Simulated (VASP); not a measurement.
# Sn (Fd-3m) in VASP: further runs

Sn is run at these levels: PBE, PBE+D4, RPBE; tasks: single point, relaxation of cell and atoms.

All numbers are computed with VASP 6.6.1; they aren't measurements. Logs are shortened: lines on timing, memory, paths and dates and some standing lists are left out, and cuts for length are marked.

### Step 1. The cell of the first run

It takes space group Fd-3m (No. 227, cubic). Conventional cell: a = 6.467 Å, b = 6.467 Å, c = 6.467 Å, α = 90.00°, β = 90.00°, γ = 90.00°. Sn (site symmetry -43m) has 4 Sn at 2.80 Å within 3.7 Å.

### Step 2. Single point, PBE

File INCAR:

```
SYSTEM = Sn
  PREC = Accurate
  ENCUT = 520
  EDIFF = 1E-7
  ISMEAR = 0
  SIGMA = 0.015
  LREAL = .FALSE.
  LASPH = .TRUE.
  NELM = 60
  ALGO = Normal
  ISIF = 2
  LWAVE = .FALSE.
  LCHARG = .FALSE.
  GGA = PE
  NBANDS = 21
```

File KPOINTS:

```
regular mesh
0
G
  7 7 7
  0 0 0
```

File POSCAR:

```
Sn
1.0
    0.0000000000      3.2333428000      3.2333428000
    3.2333428000      0.0000000000      3.2333428000
    3.2333428000      3.2333428000      0.0000000000
Sn
2
Direct
    0.7500000000      0.7500000000      0.7500000000
    0.5000000000      0.5000000000      0.5000000000
```

Potentials or basis: VASP PAW PBE potentials, release 64 (Sn_d).

Command:

```
$ cat potpaw_PBE.64/Sn_d/POTCAR > POTCAR
$ mpirun -np 1 vasp_std > vasp.out
```

OUTCAR:

```text
SYSTEM = Sn
   PREC = Accurate
   ENCUT = 520
   EDIFF = 1E-7
   ISMEAR = 0
   LREAL = .FALSE.
   LASPH = .TRUE.
   NELM = 60
   ISIF = 2
   GGA = PE

 ion  position               nearest neighbor table
   1  0.750  0.750  0.750-   2 2.80   2 2.80   2 2.80   2 2.80
   2  0.500  0.500  0.500-   1 2.80   1 2.80   1 2.80   1 2.80

  LATTYP: Found a face centered cubic cell.
 ALAT       =     6.4666856000

  Lattice vectors:

 A1 = (   0.0000000000,   3.2333428000,   3.2333428000)
 A2 = (   3.2333428000,   0.0000000000,   3.2333428000)
 A3 = (   3.2333428000,   3.2333428000,   0.0000000000)

Analysis of symmetry for initial positions (statically):
=====================================================================
 Subroutine PRICEL returns:
 Original cell was already a primitive cell.

 Routine SETGRP: Setting up the symmetry group for a
 face centered cubic supercell.

 Subroutine GETGRP returns: Found 48 space group operations
 (whereof 24 operations were pure point group operations)
 out of a pool of 48 trial point group operations.

The static configuration has the point symmetry T_d .
 The point group associated with its full space group is O_h .

Analysis of symmetry for dynamics (positions and initial velocities):
=====================================================================
 Subroutine PRICEL returns:
 Original cell was already a primitive cell.

 Routine SETGRP: Setting up the symmetry group for a
 face centered cubic supercell.

 Subroutine GETGRP returns: Found 48 space group operations
 (whereof 24 operations were pure point group operations)
 out of a pool of 48 trial point group operations.

The dynamic configuration has the point symmetry T_d .
 The point group associated with its full space group is O_h .

 Subroutine INISYM returns: Found 48 space group operations
 (whereof 24 operations are pure point group operations),
 and found     1 'primitive' translations

----------------------------------------------------------------------------------------

                                     Primitive cell

  volume of cell :      67.6060

  direct lattice vectors                    reciprocal lattice vectors
     0.000000000  3.233342800  3.233342800    -0.154638723  0.154638723  0.154638723
     3.233342800  0.000000000  3.233342800     0.154638723 -0.154638723  0.154638723
     3.233342800  3.233342800  0.000000000     0.154638723  0.154638723 -0.154638723

  length of vectors
[... 75 lines left out ...]
   ENCUT  =  520.0 eV  38.22 Ry    6.18 a.u.   8.50  8.50  8.50*2*pi/ulx,y,z
   NELM   =     60;   NELMIN=  2; NELMDL= -5     # of ELM steps
   EDIFF  = 0.1E-06   stopping-criterion for ELM
   LREAL  =      F    real-space projection
   EDIFFG = 0.1E-05   stopping-criterion for IOM
   NSW    =      0    number of steps for IOM
   IBRION =     -1    ionic relax: 0-MD 1-quasi-New 2-CG
   NFREE  =      0    steps in history (QN), initial steepest desc. (CG)
   ISIF   =      2    stress and relaxation
   ISYM   =      2    0-nonsym 1-usesym 2-fastsym
   POTIM  = 0.5000    time-step for ionic-motion
   TEBEG  =    0.0;   TEEND  =   0.0 temperature during run
   PSTRESS=    0.0 pullay stress
   NELECT =      28.0000    total number of electrons
   NUPDOWN=      -1.0000    fix difference up-down
   EMIN   =  10.00;   EMAX   =-10.00  energy-range for DOS
   EFERMI =   0.00;   METHOD = LEGACY
   ISMEAR =     0;   SIGMA  =   0.01  broadening in eV -4-tet -1-fermi 0-gaus
   EFERMI_NEDOS =   21; number of points for ismear=-14 and -15
   IALGO  =     38    algorithm
   IMIX   =      4    mixing-type and parameters
     AMIX     =   0.40;   BMIX     =  1.00
     AMIX_MAG =   1.60;   BMIX_MAG =  1.00
  volume/ion in A,a.u.               =      33.80       228.11
  Fermi-wavevector in a.u.,A,eV,Ry     =   1.220298  2.306028 20.260793  1.489126
  Thomas-Fermi vector in A             =   2.355520
   LORBIT       =      0    0 simple, 1 ext, 2 COOP (PROOUT), +10 PAW based schemes
   GGA     = PE    functional components
   LHFCALC =     F    Hartree Fock is set to
   AEXX    =    0.0000 exact exchange contribution
   IVDW    =     0    specifies the selected vdW correction
   LEPSILON=     F    determine dielectric tensor
   LRPA    =     F    only Hartree local field effects (RPA)
 non-spin polarized calculation
 Gauss-broadening in eV      SIGMA  =   0.01
  energy-cutoff  :      520.00
  volume of cell :       67.61
 maximum number of plane-waves:      1841
 NGX is ok and might be reduce to    36
   NGX = 17   NGY = 17   NGZ = 17

 number of electron      28.0000008 magnetization

 Free energy of the ion-electron system (eV)
  ---------------------------------------------------
  ext. energy  EPLUGINS =         0.00000000
  ---------------------------------------------------
  free energy    TOTEN  =        -7.60974859 eV

  energy without entropy =       -7.60959136  energy(sigma->0) =       -7.60966997

 E-fermi :   5.7972     XC(G=0):  -8.9195

 val. band max:        5.4865332988   @ k =   0.1429   0.0000   0.0000
 cond. band min:       5.8043089157   @ k =   0.4286   0.0000   0.0000
 fundamental gap:      0.3177756169
 Fermi energy:         5.7971548066

 k-point     1 :       0.0000    0.0000    0.0000
  band No.  band energies     occupation
      1     -15.9467      2.00000
      2     -15.9467      2.00000
      3     -15.9467      2.00000
      4     -15.8857      2.00000
      5     -15.8857      2.00000
      6     -15.5679      2.00000
[... 469 lines left out ...]
     20      14.5171      0.00000
     21      16.3114      0.00000

------------------------ aborting loop because EDIFF is reached ----------------------------------------

  FORCE on cell =-STRESS in cart. coord.  units (eV):
  Direction    XX          YY          ZZ          XY          YZ          ZX
  --------------------------------------------------------------------------------------
  -------------------------------------------------------------------------------------
  Total        1.5911218      1.5911218      1.5911218      0.0000000      0.0000000     -0.0000000
  in kB       37.7075886     37.7075886     37.7075886      0.0000000      0.0000000     -0.0000000
  external PRESSURE =      37.7075886 kB  Pullay stress =       0.0000000 kB

 VOLUME and BASIS-vectors are now :
 -----------------------------------------------------------------------------
  energy-cutoff  :      520.00
  volume of cell :       67.61
      direct lattice vectors                 reciprocal lattice vectors
     0.000000000  3.233342800  3.233342800    -0.154638723  0.154638723  0.154638723
     3.233342800  0.000000000  3.233342800     0.154638723 -0.154638723  0.154638723
     3.233342800  3.233342800  0.000000000     0.154638723  0.154638723 -0.154638723

 POSITION                                       TOTAL-FORCE (eV/Angst)
 -----------------------------------------------------------------------------------
      4.85001      4.85001      4.85001         0.000000      0.000000      0.000000
      3.23334      3.23334      3.23334        -0.000000     -0.000000     -0.000000
 -----------------------------------------------------------------------------------
    total drift:                                0.000000      0.000000      0.000000

  FREE ENERGIE OF THE ION-ELECTRON SYSTEM (eV)
  ---------------------------------------------------
  free  energy   TOTEN  =        -7.6097485852 eV

  energy  without entropy=       -7.6095913555  energy(sigma->0) =       -7.60966997
```

Run time: 31 s. Hardware: 1 thread of Intel Xeon 6975P-C, shared host; peak memory 0.2 GiB.

Results:

```yaml
Free_energy: -7.6097 eV
Pressure: 3.8 GPa
Band_gap_on_the_k_mesh: zero (band 14 reaches 5.84 eV, above the bottom of band 15 at 5.80 eV)
```

Caveat: spin-orbit coupling is left out, which moves the levels of the heavy elements.

### Step 3. Single point, PBE+D4

This run uses another cell than the first one, of 35.38 Å³/atom, 1.047 times its volume.

File INCAR:

```
SYSTEM = Sn
PREC = Accurate
ENCUT = 520
EDIFF = 1E-7
ISMEAR = -1
SIGMA = 0.05
LREAL = .FALSE.
LASPH = .TRUE.
NELM = 60
ALGO = Normal
ISIF = 2
LWAVE = .FALSE.
LCHARG = .TRUE.
GGA = PE
IVDW = 13
LELF = .TRUE.
LVHAR = .TRUE.
NBANDS = 21
```

KPOINTS is that of step 2.

File POSCAR:

```
Sn
1.0
    0.0000000000      3.2827390688      3.2827390688
    3.2827390688      0.0000000000      3.2827390688
    3.2827390688      3.2827390688      0.0000000000
Sn
2
Direct
    0.7500000000      0.7500000000      0.7500000000
    0.5000000000      0.5000000000      0.5000000000
```

Potentials or basis: VASP PAW PBE potentials, release 64 (Sn_d).

Command:

```
$ cat potpaw_PBE.64/Sn_d/POTCAR > POTCAR
$ mpirun -np 1 vasp_std > vasp.out
```

Run time: 28 s. Hardware: 1 thread of Intel Xeon 6975P-C, shared host; peak memory 0.2 GiB.

Results (log left out):

- Free energy: -8.3161 eV
- Pressure: 0.0 GPa
- Band gap on the k mesh: zero (band 14 reaches 5.37 eV, above the bottom of band 15 at 5.24 eV)
- Dispersion energy per atom: -0.326 eV

Levels at points of the mesh, in eV from the Fermi level:
| k point | band 12 | band 13 | band 14 | band 15 | band 16 | band 17 |
| --- | --- | --- | --- | --- | --- | --- |
| (0.00, 0.00, 0.00) | -0.80 | 0.17 | 0.17 | 0.17 | 2.24 | 2.24 |

Caveat: spin-orbit coupling is left out, which moves the levels of the heavy elements; pairwise dispersion overbinds metals, which lowers pressure and volume.

### Step 4. Relaxation of cell and atoms, PBE+D4

File INCAR:

```
SYSTEM = Sn
PREC     = Accurate       ! precision mode
ENCUT    = 600            ! plane-wave cutoff, eV
EDIFF    = 1E-7           ! SCF threshold, eV
ISMEAR   = -1             ! smearing method
SIGMA    = 0.05           ! smearing width, eV
LREAL    = .FALSE.        ! projectors in reciprocal space
LASPH    = .TRUE.         ! aspherical terms in the spheres
NELM     = 80             ! most SCF steps
ALGO     = Normal         ! electronic algorithm
ISIF     = 3              ! what is computed and relaxed
LWAVE    = .FALSE.        ! write WAVECAR
LCHARG   = .FALSE.        ! write CHGCAR
GGA      = PE             ! functional
IVDW     = 13             ! dispersion correction
IBRION   = 2              ! ionic algorithm
NSW      = 80             ! ionic steps
EDIFFG   = -0.005         ! ionic threshold
```

KPOINTS is that of step 3.

File POSCAR:

```
Sn
1.0
    0.0000000000      3.2333428000      3.2333428000
    3.2333428000      0.0000000000      3.2333428000
    3.2333428000      3.2333428000      0.0000000000
Sn
2
Direct
    0.7500000000      0.7500000000      0.7500000000
    0.5000000000      0.5000000000      0.5000000000
```

Command:

```
$ cat potpaw_PBE.64/Sn_d/POTCAR > POTCAR
$ mpirun -np 1 vasp_std > vasp.out
```

It took 84 s on 1 thread of Intel Xeon 6975P-C, shared host; peak memory 0.25 GiB.

Results (log left out):

| Quantity | Value |
| --- | --- |
| Free energy | -8.3159 eV |
| Relaxed volume | 35.35 Å³/atom |
| Relaxed cell | a = 4.642 Å, b = 4.642 Å, c = 4.642 Å, α = 60.00°, β = 60.00°, γ = 60.00° |
| Space group after relaxing (to 0.05 Å) | Fd-3m (No. 227) |
| Energy gained by relaxing | 9.4 meV/atom |
| Ionic steps | 3 |
| Pressure after relaxing | 0.0 GPa |
| Band gap on the k mesh | zero (band 14 reaches 5.37 eV, above the bottom of band 15 at 5.25 eV) |
| Dispersion energy per atom | -0.327 eV |

Step by step:
```
step  energy change (eV)  largest force (eV/Å)  pressure (GPa)  volume (Å³)
   1              0.0000                0.0000            2.04        67.61
   2             -0.0164                0.0000           -0.63        71.90
   3             -0.0188                0.0000           -0.01        70.71
```

Final structure:
```cif
data_structure
_symmetry_space_group_name_H-M 'P 1'
_symmetry_Int_Tables_number 1
_cell_length_a 4.6416
_cell_length_b 4.6416
_cell_length_c 4.6416
_cell_angle_alpha 60.000
_cell_angle_beta 60.000
_cell_angle_gamma 60.000
_cell_volume 70.71
loop_
_atom_site_label
_atom_site_type_symbol
_atom_site_fract_x
_atom_site_fract_y
_atom_site_fract_z
_atom_site_occupancy
Sn1 Sn 0.75000 0.75000 0.75000 1
Sn2 Sn 0.50000 0.50000 0.50000 1
```

Levels at points of the mesh, in eV from the Fermi level:
| k point | band 11 | band 12 | band 13 | band 14 | band 15 | band 16 | band 17 | band 18 |
| --- | --- | --- | --- | --- | --- | --- | --- | --- |
| (0.00, 0.00, 0.00) | -10.30 | -0.79 | 0.17 | 0.17 | 0.17 | 2.23 | 2.23 | 2.23 |

Caveat: spin-orbit coupling is left out, which moves the levels of the heavy elements; pairwise dispersion overbinds metals, which lowers pressure and volume. Zero-point motion and thermal expansion aren't in these numbers.

### Step 5. Single point, RPBE

This run uses another cell than the first one, of 38.19 Å³/atom, 1.130 times its volume.

File INCAR:

```
SYSTEM = Sn
  ALGO = Normal
  EDIFF = 1E-6
  ENCUT = 520
  GGA = RP
  ISIF = 2
  ISMEAR = -1
  LASPH = .True.
  LCHARG = .False.
  LREAL = .False.
  LWAVE = .False.
  NBANDS = 21
  NELM = 60
  PREC = Accurate
  SIGMA = 0.05
```

File KPOINTS:

```
k-points
0
Gamma
  7 7 7
  0 0 0
```

File POSCAR:

```
Sn
1.0
    0.0000000000      3.3674901819      3.3674901819
    3.3674901819      0.0000000000      3.3674901819
    3.3674901819      3.3674901819      0.0000000000
Sn
2
Direct
    0.7500000000      0.7500000000      0.7500000000
    0.5000000000      0.5000000000      0.5000000000
```

Command:

```
$ cat potpaw_PBE.64/Sn_d/POTCAR > POTCAR
$ mpirun -np 1 vasp_std > vasp.out
```

Run time: 36 s. Hardware: 1 thread of AMD EPYC 7R13, shared host; peak memory 0.2 GiB.

Results (log left out):

```
Free energy            : -7.0246 eV
Pressure               : 0.0 GPa
Band gap on the k mesh : zero (band 14 reaches 4.74 eV, above the bottom of band 15 at 4.56 eV)
```

Levels at points of the mesh, in eV from the Fermi level:
```csv
k point,band 10,band 11,band 12,band 13,band 14,band 15,band 16,band 17,band 18,band 19
"(0.00, 0.00, 0.00)",-21.17,-9.77,-1.20,0.19,0.19,0.19,2.25,2.25,2.25,5.27
```

Caveat: the PAW data sets were made with another functional, which shifts forces and pressure a little; spin-orbit coupling is left out, which moves the levels of the heavy elements.

### Step 6. Overview

```tsv
task	level	cell	cutoff (eV)	smearing	gap on the mesh (eV)	pressure (GPa)
single point	PBE	a = 4.573 Å, angles 60.0°, 2 atoms	520	gaussian 0.015 eV	none	3.8
single point	PBE+D4	a = 4.642 Å, angles 60.0°, 2 atoms	520	fermi-dirac 0.05 eV	none	0.0
relaxation of cell and atoms	PBE+D4	relaxed from a = 4.573 Å, angles 60.0°, 2 atoms	600	fermi-dirac 0.05 eV	none	0.0
single point	RPBE	a = 4.762 Å, angles 60.0°, 2 atoms	520	fermi-dirac 0.05 eV	none	0.0
```

Alike in all rows: potentials or basis VASP PAW PBE potentials, release 64 (Sn_d); no spin polarisation; k mesh 7 × 7 × 7.

Caveats: spin-orbit coupling is left out, which moves the levels of the heavy elements; pairwise dispersion overbinds metals, which lowers pressure and volume (some runs); the PAW data sets were made with another functional, which shifts forces and pressure a little (some runs).

Absolute energies hang on the potentials; compare differences alone.
